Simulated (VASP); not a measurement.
# PbF2 (Fm-3m) in VASP: a series of runs

Aim: see how the results for PbF2 move with the level of theory and the settings. Levels: PBEsol, PBE-based global hybrid with 35 % exact exchange. Tasks: single point.

Program: VASP 6.6.1. These are calculated values, not measurements. Logs are shortened: lines on timing, memory, paths and dates and some standing lists are left out, and cuts for length are marked.

## 1. The cell of the first run

Symmetry: Fm-3m, No. 225, cubic system. Conventional cell: a = 5.927 Å, b = 5.927 Å, c = 5.927 Å, α = 90.00°, β = 90.00°, γ = 90.00°. Within 3.4 Å of Pb (site symmetry m-3m) lie 8 F at 2.57 Å. Within 3.4 Å of F (site symmetry -43m) lie 4 Pb at 2.57 Å and 6 F at 2.96 Å.

## 2. Single point, PBEsol, non-collinear spin, zero start, spin-orbit coupling

INCAR

```
SYSTEM = PbF2
ALGO = Normal
EDIFF = 1E-7
ENCUT = 520
GGA = PS
GGA_COMPAT = .FALSE.
ISIF = 2
ISMEAR = -1
LASPH = .TRUE.
LCHARG = .FALSE.
LNONCOLLINEAR = .TRUE.
LORBIT = 11
LORBMOM = .TRUE.
LREAL = .FALSE.
LSORBIT = .TRUE.
LWAVE = .FALSE.
MAGMOM = 0 0 0 0 0 0 0 0 0
NBANDS = 41
NELM = 150
PREC = Accurate
SIGMA = 0.05
```

KPOINTS

```
k-points
0
G
  8 8 8
  0 0 0
```

POSCAR

```
PbF2
1.0
    0.0000000000      2.9636600000      2.9636600000
    2.9636600000      0.0000000000      2.9636600000
    2.9636600000      2.9636600000      0.0000000000
Pb F
1 2
Direct
    0.0000000000      0.0000000000      0.0000000000
    0.7500000000      0.7500000000      0.7500000000
    0.2500000000      0.2500000000      0.2500000000
```

Potentials or basis: VASP PAW PBE potentials, release 64 (Pb_d, F).

Command:

```sh
cat potpaw_PBE.64/Pb_d/POTCAR potpaw_PBE.64/F/POTCAR > POTCAR
mpirun -np 1 vasp_ncl > vasp.out
```

OUTCAR:

```text
SYSTEM = PbF2
   EDIFF = 1E-7
   ENCUT = 520
   GGA = PS
   ISIF = 2
   ISMEAR = -1
   LASPH = .TRUE.
   LNONCOLLINEAR = .TRUE.
   LORBIT = 11
   LREAL = .FALSE.
   LSORBIT = .TRUE.
   NELM = 150
   PREC = Accurate

 ion  position               nearest neighbor table
   1  0.000  0.000  0.000-   2 2.57   2 2.57   2 2.57   3 2.57   3 2.57   3 2.57   3 2.57   2 2.57

   2  0.750  0.750  0.750-   1 2.57   1 2.57   1 2.57   1 2.57
   3  0.250  0.250  0.250-   1 2.57   1 2.57   1 2.57   1 2.57

  LATTYP: Found a face centered cubic cell.
 ALAT       =     5.9273200000

  Lattice vectors:

 A1 = (   0.0000000000,   2.9636600000,   2.9636600000)
 A2 = (   2.9636600000,   0.0000000000,   2.9636600000)
 A3 = (   2.9636600000,   2.9636600000,   0.0000000000)

Analysis of symmetry for initial positions (statically):
=====================================================================
 Subroutine PRICEL returns:
 Original cell was already a primitive cell.

 Routine SETGRP: Setting up the symmetry group for a
 face centered cubic supercell.

 Subroutine GETGRP returns: Found 48 space group operations
 (whereof 48 operations were pure point group operations)
 out of a pool of 48 trial point group operations.

The static configuration has the point symmetry O_h .

Analysis of symmetry for dynamics (positions and initial velocities):
=====================================================================
 Subroutine PRICEL returns:
 Original cell was already a primitive cell.

 Routine SETGRP: Setting up the symmetry group for a
 face centered cubic supercell.

 Subroutine GETGRP returns: Found 48 space group operations
 (whereof 48 operations were pure point group operations)
 out of a pool of 48 trial point group operations.

The dynamic configuration has the point symmetry O_h .

Analysis of structural, dynamic, and magnetic symmetry:
=====================================================================
 Subroutine PRICEL returns:
 Original cell was already a primitive cell.

 Routine SETGRP: Setting up the symmetry group for a
 face centered cubic supercell.

 Subroutine GETGRP returns: Found 48 space group operations
 (whereof 48 operations were pure point group operations)
 out of a pool of 48 trial point group operations.

The overall configuration has the point symmetry O_h .

 Subroutine INISYM returns: Found 48 space group operations
 (whereof 48 operations are pure point group operations),
 and found     1 'primitive' translations

----------------------------------------------------------------------------------------

                                     Primitive cell

  volume of cell :      52.0613

  direct lattice vectors                    reciprocal lattice vectors
     0.000000000  2.963660000  2.963660000    -0.168710311  0.168710311  0.168710311
     2.963660000  0.000000000  2.963660000     0.168710311 -0.168710311  0.168710311
     2.963660000  2.963660000  0.000000000     0.168710311  0.168710311 -0.168710311

  length of vectors
     4.191248166  4.191248166  4.191248166     0.292214830  0.292214830  0.292214830

  position of ions in fractional coordinates (direct lattice)
     0.000000000  0.000000000  0.000000000
     0.750000000  0.750000000  0.750000000
     0.250000000  0.250000000  0.250000000

  ion indices of the primitive-cell ions
   primitive index   ion index
                 1           1
                 2           2
                 3           3

----------------------------------------------------------------------------------------

 KPOINTS: k-points

Automatic generation of k-mesh.
 Grid dimensions read from file:
 generate k-points for:    8    8    8

 Generating k-lattice:

  Cartesian coordinates                     Fractional coordinates (reciprocal lattice)
    -0.021088789  0.021088789  0.021088789     0.125000000  0.000000000  0.000000000
     0.021088789 -0.021088789  0.021088789     0.000000000  0.125000000  0.000000000
[... 99 lines left out ...]

 number of electron      28.0000005 magnetization       0.0000000     -0.0000000     -0.0000000

 Free energy of the ion-electron system (eV)
  ---------------------------------------------------
  ext. energy  EPLUGINS =         0.00000000
  ---------------------------------------------------
  free energy    TOTEN  =       -15.21190023 eV

  energy without entropy =      -15.21190023  energy(sigma->0) =      -15.21190023

 E-fermi :   2.8501     XC(G=0):  -9.6596

 val. band max:        1.7197701950   @ k =  -0.2500   0.5000   0.2500
 cond. band min:       5.7549272835   @ k =   0.5000   0.5000   0.0000
 fundamental gap:      4.0351570885
 Fermi energy:         2.8500819361

 k-point     1 :       0.0000    0.0000    0.0000
  band No.  band energies     occupation
      1     -19.2740      1.00000
      2     -19.2740      1.00000
      3     -18.6354      1.00000
      4     -18.6354      1.00000
      5     -14.1215      1.00000
      6     -14.1215      1.00000
[... 1021 lines left out ...]
     39      17.6337      0.00000
     40      17.6337      0.00000

 [... further k-points ...]

 [bands above 40 left out]

------------------------ aborting loop because EDIFF is reached ----------------------------------------

  FORCE on cell =-STRESS in cart. coord.  units (eV):
  Direction    XX          YY          ZZ          XY          YZ          ZX
  --------------------------------------------------------------------------------------
  -------------------------------------------------------------------------------------
  Total       -0.4513055     -0.4513055     -0.4513055      0.0000000      0.0000000      0.0000000
  in kB      -13.8888429    -13.8888429    -13.8888429      0.0000000      0.0000000      0.0000000
  external PRESSURE =     -13.8888429 kB  Pullay stress =       0.0000000 kB

 VOLUME and BASIS-vectors are now :
 -----------------------------------------------------------------------------
  energy-cutoff  :      520.00
  volume of cell :       52.06
      direct lattice vectors                 reciprocal lattice vectors
     0.000000000  2.963660000  2.963660000    -0.168710311  0.168710311  0.168710311
     2.963660000  0.000000000  2.963660000     0.168710311 -0.168710311  0.168710311
     2.963660000  2.963660000  0.000000000     0.168710311  0.168710311 -0.168710311

 POSITION                                       TOTAL-FORCE (eV/Angst)
 -----------------------------------------------------------------------------------
      0.00000      0.00000      0.00000        -0.000000      0.000000     -0.000000
      4.44549      4.44549      4.44549        -0.000000     -0.000000     -0.000000
      1.48183      1.48183      1.48183         0.000000      0.000000      0.000000
 -----------------------------------------------------------------------------------
    total drift:                               -0.000000     -0.000000     -0.000000

  FREE ENERGIE OF THE ION-ELECTRON SYSTEM (eV)
  ---------------------------------------------------
  free  energy   TOTEN  =       -15.2119002329 eV

  energy  without entropy=      -15.2119002328  energy(sigma->0) =      -15.21190023

 orbital moment (x)

 # of ion     p       d       tot
 ----------------------------------------
  1         0.000  -0.000  -0.000
  2        -0.000   0.000  -0.000
  3        -0.000   0.000  -0.000
 ----------------------------------------
           -0.000  -0.000  -0.000

 orbital moment (y)

 # of ion     p       d       tot
 ----------------------------------------
  1         0.000   0.000   0.000
  2         0.000   0.000   0.000
  3         0.000   0.000   0.000
 ----------------------------------------
            0.000   0.000   0.000

 orbital moment (z)

 # of ion     p       d       tot
 ----------------------------------------
  1         0.000   0.000   0.000
  2         0.000   0.000   0.000
  3         0.000   0.000   0.000
 ----------------------------------------
            0.000   0.000   0.000

 Spin-Orbit-Coupling matrix elements

 Ion:    1  E_soc:     -0.5654889
 l=   1
     0.0000000    -0.0287131    -0.0287131
    -0.0287131     0.0000000    -0.0287131
    -0.0287131    -0.0287131     0.0000000
 l=   2
     0.0000000    -0.0129790     0.0000000    -0.0129790    -0.0525561
    -0.0129790     0.0000000    -0.0394171    -0.0129790    -0.0131390
     0.0000000    -0.0394171     0.0000000    -0.0394171     0.0000000
    -0.0129790    -0.0129790    -0.0394171     0.0000000    -0.0131390
    -0.0525561    -0.0131390     0.0000000    -0.0131390     0.0000000
 l=   3
     0.0000000     0.0000000     0.0000000     0.0000000     0.0000000     0.0000000     0.0000000
     0.0000000     0.0000000     0.0000000     0.0000000     0.0000000     0.0000000     0.0000000
     0.0000000     0.0000000     0.0000000     0.0000000     0.0000000     0.0000000     0.0000000
     0.0000000     0.0000000     0.0000000     0.0000000     0.0000000     0.0000000     0.0000000
[... 29 lines left out ...]
 l=   2
     0.0000000     0.0000000     0.0000000     0.0000000     0.0000000
     0.0000000     0.0000000     0.0000000     0.0000000     0.0000000
     0.0000000     0.0000000     0.0000000     0.0000000     0.0000000
     0.0000000     0.0000000     0.0000000     0.0000000     0.0000000
     0.0000000     0.0000000     0.0000000     0.0000000     0.0000000
 l=   3
     0.0000000     0.0000000     0.0000000     0.0000000     0.0000000     0.0000000     0.0000000
     0.0000000     0.0000000     0.0000000     0.0000000     0.0000000     0.0000000     0.0000000
     0.0000000     0.0000000     0.0000000     0.0000000     0.0000000     0.0000000     0.0000000
     0.0000000     0.0000000     0.0000000     0.0000000     0.0000000     0.0000000     0.0000000
     0.0000000     0.0000000     0.0000000     0.0000000     0.0000000     0.0000000     0.0000000
     0.0000000     0.0000000     0.0000000     0.0000000     0.0000000     0.0000000     0.0000000
     0.0000000     0.0000000     0.0000000     0.0000000     0.0000000     0.0000000     0.0000000

 total charge

# of ion       s       p       d       tot
------------------------------------------
    1        1.538   0.301   9.866  11.705
    2        1.740   4.305   0.000   6.045
    3        1.740   4.305   0.000   6.045
--------------------------------------------------
tot          5.018   8.911   9.866  23.795

 magnetization (x)

# of ion       s       p       d       tot
------------------------------------------
    1        0.000   0.000   0.000   0.000
    2       -0.000   0.000   0.000   0.000
    3       -0.000   0.000   0.000  -0.000
--------------------------------------------------
tot         -0.000   0.000   0.000   0.000

 magnetization (y)

# of ion       s       p       d       tot
------------------------------------------
    1        0.000   0.000   0.000   0.000
    2        0.000   0.000   0.000   0.000
    3        0.000   0.000   0.000   0.000
--------------------------------------------------
tot          0.000   0.000   0.000   0.000

 magnetization (z)

# of ion       s       p       d       tot
------------------------------------------
    1        0.000   0.000   0.000   0.000
    2       -0.000   0.000   0.000   0.000
    3       -0.000   0.000   0.000  -0.000
--------------------------------------------------
tot         -0.000   0.000   0.000   0.000
```

It took 83 s on 1 thread of Intel Xeon 6975P-C (Granite Rapids), shared host; peak memory 0.34 GiB.

Results:

```yaml
Free_energy: -15.2119 eV
Pressure: -1.4 GPa
Net_moment: 0.00 μB per cell
Valence_electrons_inside_the_program's_atomic_spheres: Pb 11.71; F 6.04
```

Moments on the atoms (μB; x, y, z):
```
Pb  0.00 0.00 0.00
F   0.00 0.00 0.00
F   0.00 0.00 0.00
```

Caveat: the PAW data sets were made with another functional, which shifts forces and pressure a little.

## 3. Single point, PBE-based global hybrid with 35 % exact exchange

POSCAR is that of step 2.

INCAR.step1

```
PREC = Accurate
ENCUT = 520
EDIFF = 1E-5
ISMEAR = -1
SIGMA = 0.05
LREAL = F
LASPH = T
NELM = 120
ALGO = Normal
ISIF = 2
LWAVE = T
LCHARG = F
GGA = PE
NBANDS = 21
GGA_COMPAT = F
```

INCAR.step2

```
PREC = Accurate
ENCUT = 520
EDIFF = 1E-6
ISMEAR = -1
SIGMA = 0.05
LREAL = F
LASPH = T
NELM = 120
ALGO = Normal
ISIF = 2
LWAVE = F
LCHARG = F
GGA = PE
LHFCALC = T
AEXX = 0.35
PRECFOCK = Normal
ISTART = 1
NBANDS = 21
GGA_COMPAT = F
```

KPOINTS

```
regular mesh
0
Gamma
  5 5 5
```

Potentials or basis: VASP PAW PBE potentials, release 64 (Pb_d, F).

Command:

```sh
cat potpaw_PBE.64/Pb_d/POTCAR potpaw_PBE.64/F/POTCAR > POTCAR
cp INCAR.step1 INCAR
mpirun -np 1 vasp_std > vasp.out
cp INCAR.step2 INCAR
mpirun -np 1 vasp_std > vasp.out
```

OUTCAR:

```text
PREC = Accurate
   ENCUT = 520
   EDIFF = 1E-6
   ISMEAR = -1
   LREAL = F
   LASPH = T
   NELM = 120
   ISIF = 2
   GGA = PE
   LHFCALC = T
   AEXX = 0.35
   PRECFOCK = Normal
   ISTART = 1

 ion  position               nearest neighbor table
   1  0.000  0.000  0.000-   2 2.57   2 2.57   2 2.57   3 2.57   3 2.57   3 2.57   3 2.57   2 2.57

   2  0.750  0.750  0.750-   1 2.57   1 2.57   1 2.57   1 2.57
[... 426 lines left out ...]
------------------------ aborting loop because EDIFF is reached ----------------------------------------

  FORCE on cell =-STRESS in cart. coord.  units (eV):
  Direction    XX          YY          ZZ          XY          YZ          ZX
  --------------------------------------------------------------------------------------
  -------------------------------------------------------------------------------------
  Total        0.0026861      0.0026861      0.0026861     -0.0000000      0.0000000      0.0000000
  in kB        0.0826652      0.0826652      0.0826652     -0.0000000      0.0000000      0.0000000
  external PRESSURE =       0.0826652 kB  Pullay stress =       0.0000000 kB

 VOLUME and BASIS-vectors are now :
 -----------------------------------------------------------------------------
  energy-cutoff  :      520.00
  volume of cell :       52.06
      direct lattice vectors                 reciprocal lattice vectors
     0.000000000  2.963660000  2.963660000    -0.168710311  0.168710311  0.168710311
     2.963660000  0.000000000  2.963660000     0.168710311 -0.168710311  0.168710311
     2.963660000  2.963660000  0.000000000     0.168710311  0.168710311 -0.168710311

 POSITION                                       TOTAL-FORCE (eV/Angst)
 -----------------------------------------------------------------------------------
      0.00000      0.00000      0.00000        -0.000000      0.000000     -0.000000
      4.44549      4.44549      4.44549        -0.000000     -0.000000     -0.000000
      1.48183      1.48183      1.48183         0.000000      0.000000      0.000000
 -----------------------------------------------------------------------------------
    total drift:                                0.000000     -0.000000      0.000000

  FREE ENERGIE OF THE ION-ELECTRON SYSTEM (eV)
  ---------------------------------------------------
  free  energy   TOTEN  =       -20.9870351494 eV

  energy  without entropy=      -20.9870351494  energy(sigma->0) =      -20.98703515
```

OSZICAR.step1:

```text
N       E                     dE             d eps       ncg     rms          rms(c)
DAV:   1     0.297030225751E+03    0.29703E+03   -0.14837E+04   433   0.155E+03
DAV:   2     0.105726116771E+02   -0.28646E+03   -0.26803E+03   445   0.424E+02
DAV:   3    -0.155368941559E+02   -0.26110E+02   -0.25807E+02   490   0.138E+02
DAV:   4    -0.162464038051E+02   -0.70951E+00   -0.70902E+00   501   0.241E+01
DAV:   5    -0.162689125516E+02   -0.22509E-01   -0.22508E-01   533   0.435E+00    0.800E+00
DAV:   6    -0.143388414191E+02    0.19301E+01   -0.87139E+00   571   0.232E+01    0.265E+00
DAV:   7    -0.143387970270E+02    0.44392E-04   -0.45614E-01   445   0.408E+00    0.157E+00
DAV:   8    -0.143365812335E+02    0.22158E-02   -0.10526E-01   440   0.356E+00    0.563E-01
DAV:   9    -0.143328782328E+02    0.37030E-02   -0.20810E-02   564   0.109E+00    0.103E-01
DAV:  10    -0.143340231813E+02   -0.11449E-02   -0.15555E-03   445   0.333E-01    0.335E-02
DAV:  11    -0.143340097236E+02    0.13458E-04   -0.12936E-04   473   0.969E-02    0.949E-03
DAV:  12    -0.143340205990E+02   -0.10875E-04   -0.27316E-05   445   0.409E-02    0.897E-03
DAV:  13    -0.143340189793E+02    0.16196E-05   -0.74078E-06   335   0.277E-02
   1 F= -.14334019E+02 E0= -.14334019E+02  d E =-.244355E-10
```

Wall time 40 min (1 thread of AMD EPYC 7R13 (Zen 3), shared host); peak memory 0.17 GiB.

Results:

```yaml
Free_energy: -20.9870 eV
Pressure: 0.0 GPa
Band_gap_on_the_k_mesh: 7.40 eV (least direct gap 7.67 eV)
```

Caveat: the PAW data sets were made with another functional, which shifts forces and pressure a little; spin-orbit coupling is left out, which moves the levels of the heavy elements; an odd mesh through Γ misses points on the zone boundary, where band edges can lie.
